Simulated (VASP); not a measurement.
Se: single point with r2SCAN

Se:

```
Se
1.0
     4.49101    0.00000    0.00000
    -2.24550    3.88933    0.00000
     0.00000    0.00000    4.99820
Se
3
Direct
  0.21782 0.00000 0.16667
  0.00000 0.21782 0.83333
  0.78218 0.78218 0.50000
```

| Quantity | Value |
| --- | --- |
| Program | VASP 6.6.1 |
| Task | single point |
| Functional | r2SCAN |
| Potentials or basis | VASP PAW PBE potentials, release 64 (Se) |
| Cutoff | 520 eV |
| k mesh | 6 × 6 × 4 |
| Occupations | gaussian, width 0.1 eV |
| Spin | no spin polarisation |

- Pressure: 0.0 GPa
- Largest force: 0.006 eV/Å
- Band gap on the k mesh: 1.29 eV, indirect (least direct gap 1.55 eV)

Forces in eV/Å, atoms in the order of the input:
```
Se  -0.006  0.000  0.000
Se   0.003 -0.005  0.000
Se   0.003  0.005  0.000
```

Stress tensor (GPa, compression positive):
```
-0.01  0.00  0.00
 0.00 -0.01  0.00
 0.00  0.00 -0.09
```

Levels at points of the mesh, in eV from the valence-band top:
```csv
k point,band 6,band 7,band 8,band 9,band 10,band 11,band 12,band 13
"(0.00, 0.00, 0.00)",-3.66,-2.06,-2.06,-0.40,2.23,2.23,2.57,6.49
"(0.50, 0.00, 0.00)",-3.30,-2.75,-1.86,-0.97,2.29,2.74,4.23,6.01
"(0.00, 0.00, 0.50)",-3.47,-1.45,-1.45,-1.09,1.54,1.64,1.64,6.98
"(0.50, 0.00, 0.50)",-4.22,-1.68,-1.25,0.00,1.80,2.90,3.27,6.72
```

Wall time 100 s on 1 thread of Intel(R) Xeon(R) Platinum 8259CL CPU @ 2.50GHz (Skylake/Cascade Lake), with other jobs on the host, peak memory 0.23 GiB.

Caveat: the PAW data sets were made with another functional, which shifts forces and pressure a little. r2SCAN opens gaps a little over a GGA but as a rule still falls short of measured ones.
